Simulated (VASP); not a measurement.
# Al (P6_3/mmc) in VASP: further runs, part 2 of 2

VASP 6.6.1. The steps go on from the part before.

### 3 Relaxation of cell and atoms, RPBE

This run uses another cell than the first one, of 16.60 Å³/atom.

Input file INCAR:

```
PREC = Accurate
ENCUT = 600
EDIFF = 1E-6
ISMEAR = -1
SIGMA = 0.1
LREAL = False
LASPH = True
NELM = 60
ALGO = Normal
ISIF = 3
LWAVE = False
LCHARG = False
GGA = RP
IBRION = 2
NSW = 80
EDIFFG = -0.01
```

Input file KPOINTS:

```
regular mesh
0
Gamma
  13 13 4
```

Input file POSCAR:

```
Al
1.0
    2.8634814820      0.0000000000      0.0000000000
   -1.4317407410      2.4798477067      0.0000000000
    0.0000000000      0.0000000000      9.3521305203
Al
4
Direct
    0.0000000000      0.0000000000      0.0000000000
    0.0000000000      0.0000000000      0.5000000000
    0.3333333333      0.6666666667      0.2500000000
    0.6666666667      0.3333333333      0.7500000000
```

Potentials or basis: VASP PAW PBE potentials, release 64 (Al).

The run is started by

```
cat potpaw_PBE.64/Al/POTCAR > POTCAR
mpirun -np 1 vasp_std > vasp.out
```

OUTCAR:

```text
PREC = Accurate
   ENCUT = 600
   EDIFF = 1E-6
   ISMEAR = -1
   LREAL = False
   LASPH = True
   NELM = 60
   ISIF = 3
   GGA = RP
   IBRION = 2
   NSW = 80
   EDIFFG = -0.01

 ion  position               nearest neighbor table
   1  0.000  0.000  0.000-   3 2.86   4 2.86   4 2.86   3 2.86   4 2.86   3 2.86
   2  0.000  0.000  0.500-   3 2.86   4 2.86   4 2.86   3 2.86   4 2.86   3 2.86
   3  0.333  0.667  0.250-   1 2.86   2 2.86   1 2.86   2 2.86   1 2.86   2 2.86
   4  0.667  0.333  0.750-   1 2.86   2 2.86   1 2.86   2 2.86   1 2.86   2 2.86

  LATTYP: Found a hexagonal cell.
 ALAT       =     2.8634814820
 C/A-ratio  =     3.2660000000

  Lattice vectors:

 A1 = (   2.8634814820,   0.0000000000,   0.0000000000)
 A2 = (  -1.4317407410,   2.4798477067,   0.0000000000)
 A3 = (   0.0000000000,   0.0000000000,   9.3521305203)

Analysis of symmetry for initial positions (statically):
=====================================================================
 Subroutine PRICEL returns:
 Original cell was already a primitive cell.

 Routine SETGRP: Setting up the symmetry group for a
 hexagonal supercell.

 Subroutine GETGRP returns: Found 24 space group operations
 (whereof 12 operations were pure point group operations)
 out of a pool of 24 trial point group operations.

The static configuration has the point symmetry D_3d.
 The point group associated with its full space group is D_6h.

Analysis of symmetry for dynamics (positions and initial velocities):
=====================================================================
 Subroutine PRICEL returns:
 Original cell was already a primitive cell.

 Routine SETGRP: Setting up the symmetry group for a
 hexagonal supercell.

 Subroutine GETGRP returns: Found 24 space group operations
 (whereof 12 operations were pure point group operations)
 out of a pool of 24 trial point group operations.

The dynamic configuration has the point symmetry D_3d.
 The point group associated with its full space group is D_6h.

 Subroutine INISYM returns: Found 24 space group operations
 (whereof 12 operations are pure point group operations),
 and found     1 'primitive' translations

----------------------------------------------------------------------------------------

                                     Primitive cell

  volume of cell :      66.4095

  direct lattice vectors                    reciprocal lattice vectors
     2.863481482  0.000000000  0.000000000     0.349225237  0.201625285  0.000000000
    -1.431740741  2.479847707  0.000000000     0.000000000  0.403250569  0.000000000
     0.000000000  0.000000000  9.352130520     0.000000000  0.000000000  0.106927507

  length of vectors
     2.863481482  2.863481482  9.352130520     0.403250570  0.403250569  0.106927507

  position of ions in fractional coordinates (direct lattice)
     0.000000000  0.000000000  0.000000000
     0.000000000  0.000000000  0.500000000
     0.333333333  0.666666667  0.250000000
     0.666666667  0.333333333  0.750000000

  ion indices of the primitive-cell ions
   primitive index   ion index
                 1           1
[... 61 lines left out ...]
   dimension x,y,z NGXF=    48 NGYF=   48 NGZF=  160
   ions per type =               4
   NGX,Y,Z   is equivalent  to a cutoff of  13.93, 13.93, 14.22 a.u.
   NGXF,Y,Z  is equivalent  to a cutoff of  27.87, 27.87, 28.44 a.u.
 SYSTEM =  unknown system
   PREC   = accura    normal or accurate (medium, high low for compatibility)
   ISTART =      0    job   : 0-new  1-cont  2-samecut
   ICHARG =      2    charge: 1-file 2-atom 10-const
   ISPIN  =      1    spin polarized calculation?
   LNONCOLLINEAR =      F non collinear calculations
   LSORBIT =      F    spin-orbit coupling
   LASPH  =      T    aspherical Exc in radial PAW
   ENCUT  =  600.0 eV  44.10 Ry    6.64 a.u.   5.72  5.72 18.68*2*pi/ulx,y,z
   NELM   =     60;   NELMIN=  2; NELMDL= -5     # of ELM steps
   EDIFF  = 0.1E-05   stopping-criterion for ELM
   LREAL  =      F    real-space projection
   EDIFFG = -.1E-01   stopping-criterion for IOM
   NSW    =     80    number of steps for IOM
   IBRION =      2    ionic relax: 0-MD 1-quasi-New 2-CG
   NFREE  =      1    steps in history (QN), initial steepest desc. (CG)
   ISIF   =      3    stress and relaxation
   ISYM   =      2    0-nonsym 1-usesym 2-fastsym
   POTIM  = 0.5000    time-step for ionic-motion
   TEBEG  =    0.0;   TEEND  =   0.0 temperature during run
   PSTRESS=    0.0 pullay stress
   NELECT =      12.0000    total number of electrons
   NUPDOWN=      -1.0000    fix difference up-down
   EMIN   =  10.00;   EMAX   =-10.00  energy-range for DOS
   EFERMI =   0.00;   METHOD = LEGACY
   ISMEAR =    -1;   SIGMA  =   0.10  broadening in eV -4-tet -1-fermi 0-gaus
   EFERMI_NEDOS =   21; number of points for ismear=-14 and -15
   IALGO  =     38    algorithm
   IMIX   =      4    mixing-type and parameters
     AMIX     =   0.40;   BMIX     =  1.00
     AMIX_MAG =   1.60;   BMIX_MAG =  1.00
  volume/ion in A,a.u.               =      16.60       112.04
  Fermi-wavevector in a.u.,A,eV,Ry     =   0.925533  1.749004 11.654906  0.856611
  Thomas-Fermi vector in A             =   2.051398
   LORBIT       =      0    0 simple, 1 ext, 2 COOP (PROOUT), +10 PAW based schemes
   GGA     = RP    functional components
   LHFCALC =     F    Hartree Fock is set to
   AEXX    =    0.0000 exact exchange contribution
   IVDW    =     0    specifies the selected vdW correction
   LEPSILON=     F    determine dielectric tensor
   LRPA    =     F    only Hartree local field effects (RPA)
 conjugate gradient relaxation of ions
 non-spin polarized calculation
  energy-cutoff  :      600.00
  volume of cell :       66.41
 maximum number of plane-waves:      2236
 NGX is ok and might be reduce to    24
   NGX = 11   NGY = 11   NGZ = 37

--------------------------------------- Ionic step        1  -------------------------------------------

 number of electron      12.0000000 magnetization

 Free energy of the ion-electron system (eV)
  ---------------------------------------------------
  ext. energy  EPLUGINS =         0.00000000
  ---------------------------------------------------
  free energy    TOTEN  =       -14.00490858 eV

  energy without entropy =      -13.95488995  energy(sigma->0) =      -13.97989927

------------------------ aborting loop because EDIFF is reached ----------------------------------------

  FORCE on cell =-STRESS in cart. coord.  units (eV):
  Direction    XX          YY          ZZ          XY          YZ          ZX
  --------------------------------------------------------------------------------------
  -------------------------------------------------------------------------------------
  Total        0.3257994      0.3257994      0.5662462     -0.0000000     -0.0000000      0.0000000
  in kB        7.8601525      7.8601525     13.6611083     -0.0000000     -0.0000000      0.0000000
  external PRESSURE =       9.7938044 kB  Pullay stress =       0.0000000 kB
[... 215 lines left out ...]
--------------------------------------- Ionic step        7  -------------------------------------------

 number of electron      12.0000000 magnetization

 Free energy of the ion-electron system (eV)
  ---------------------------------------------------
  ext. energy  EPLUGINS =         0.00000000
  ---------------------------------------------------
  free energy    TOTEN  =       -14.00904666 eV

  energy without entropy =      -13.95877182  energy(sigma->0) =      -13.98390924

 E-fermi :   7.8721     XC(G=0): -10.0718

 val. band max:        7.8511222412   @ k =   0.2308   0.2308   0.2500
 cond. band min:       7.9025439789   @ k =   0.3077   0.3077   0.2500
 fundamental gap:      0.0514217377
 Fermi energy:         7.8720999154

 k-point     1 :       0.0000    0.0000    0.0000
  band No.  band energies     occupation
      1      -3.1123      2.00000
      2      -1.4785      2.00000
      3      -1.4778      2.00000
      4       3.2752      2.00000
      5       3.3678      2.00000
      6      11.0033      0.00000
      7      11.0137      0.00000
      8      18.6882      0.00000
      9      18.6882      0.00000
     10      18.8612      0.00000
[... 287 lines left out ...]
 k-point    24 :       0.1538   -0.0000    0.2500
  band No.  band energies     occupation
      1      -2.4402      2.00000
      2      -1.6245      2.00000
      3      -0.0069      2.00000
      4       2.3864      2.00000
      5       5.5220      2.00000
      6       9.3360      0.00000
      7      13.2839      0.00000
      8      13.9189      0.00000
      9      14.3516      0.00000
     10      15.6682      0.00000

 [... further k-points ...]

------------------------ aborting loop because EDIFF is reached ----------------------------------------

  FORCE on cell =-STRESS in cart. coord.  units (eV):
  Direction    XX          YY          ZZ          XY          YZ          ZX
  --------------------------------------------------------------------------------------
  -------------------------------------------------------------------------------------
  Total       -0.0003508     -0.0003508      0.0239897      0.0000000      0.0000000      0.0000000
  in kB       -0.0083530     -0.0083530      0.5711877      0.0000000      0.0000000      0.0000000
  external PRESSURE =       0.1848272 kB  Pullay stress =       0.0000000 kB
[... 19 lines left out ...]
  FREE ENERGIE OF THE ION-ELECTRON SYSTEM (eV)
  ---------------------------------------------------
  free  energy   TOTEN  =       -14.0090466585 eV

  energy  without entropy=      -13.9587718183  energy(sigma->0) =      -13.98390924

 reached required accuracy - stopping structural energy minimisation
```

CONTCAR:

```text
Al
   1.00000000000000
     2.8609221078864060   -0.0000000000000000    0.0000000000000000
    -1.4304610539432030    2.4776312236997788   -0.0000000000000000
    -0.0000000000000000    0.0000000000000000    9.4932207964073871
  Al
     4
Direct
     0.0000000000000000    0.0000000000000000    0.0000000000000000
     0.0000000000000000    0.0000000000000000    0.5000000000000000
     0.3333333332999970    0.6666666667000030    0.2500000000000000
     0.6666666667000030    0.3333333332999970    0.7500000000000000

  0.00000000E+00  0.00000000E+00  0.00000000E+00
  0.00000000E+00  0.00000000E+00  0.00000000E+00
  0.00000000E+00  0.00000000E+00  0.00000000E+00
  0.00000000E+00  0.00000000E+00  0.00000000E+00
```

Wall time 2.5 min (1 thread of Intel Xeon 8259CL, shared host); peak memory 0.22 GiB.

What came out:

| Item | Value |
| --- | --- |
| Free energy | -14.0090 eV |
| Relaxed volume | 16.82 Å³/atom |
| Relaxed cell | a = 2.861 Å, b = 2.861 Å, c = 9.493 Å, α = 90.00°, β = 90.00°, γ = 120.00° |
| Space group after relaxing (to 0.1 Å) | P6_3/mmc (No. 194) |
| Energy gained by relaxing | 1.0 meV/atom |
| Ionic steps | 7 |
| Pressure after relaxing | 0.0 GPa |
| Band gap on the k mesh | zero (bands 6 and 7 overlap by 4.93 eV) |

The path:
```
step  energy change (eV)  largest force (eV/Å)  pressure (GPa)  volume (Å³)
   1              0.0000                0.0000            0.98        66.41
   2             -0.0029                0.0000           -0.14        67.39
   3             -0.0029                0.0000           -0.07        67.32
   4             -0.0033                0.0000           -0.05        67.32
   5             -0.0041                0.0000            0.00        67.30
   6             -0.0022                0.0000            0.16        67.25
   7             -0.0041                0.0000            0.02        67.29
```

Final structure:
```cif
data_structure
_symmetry_space_group_name_H-M 'P 1'
_symmetry_Int_Tables_number 1
_cell_length_a 2.8609
_cell_length_b 2.8609
_cell_length_c 9.4932
_cell_angle_alpha 90.000
_cell_angle_beta 90.000
_cell_angle_gamma 120.000
_cell_volume 67.29
loop_
_atom_site_label
_atom_site_type_symbol
_atom_site_fract_x
_atom_site_fract_y
_atom_site_fract_z
_atom_site_occupancy
Al1 Al 0.00000 0.00000 0.00000 1
Al2 Al 0.00000 0.00000 0.50000 1
Al3 Al 0.33333 0.66667 0.25000 1
Al4 Al 0.66667 0.33333 0.75000 1
```

Levels at points of the mesh, in eV from the Fermi level:
| k point | band 2 | band 3 | band 4 | band 5 | band 6 | band 7 | band 8 | band 9 | band 10 |
| --- | --- | --- | --- | --- | --- | --- | --- | --- | --- |
| (0.00, 0.00, 0.00) | -9.35 | -9.35 | -4.60 | -4.50 | 3.13 | 3.14 | 10.82 | 10.82 | 10.99 |
| (0.00, 0.00, 0.50) | -10.57 | -7.33 | -7.33 | -1.04 | -1.04 | 7.87 | 7.87 | 11.13 | 11.13 |

Caveat: the PAW data sets were made with another functional, which shifts forces and pressure a little.
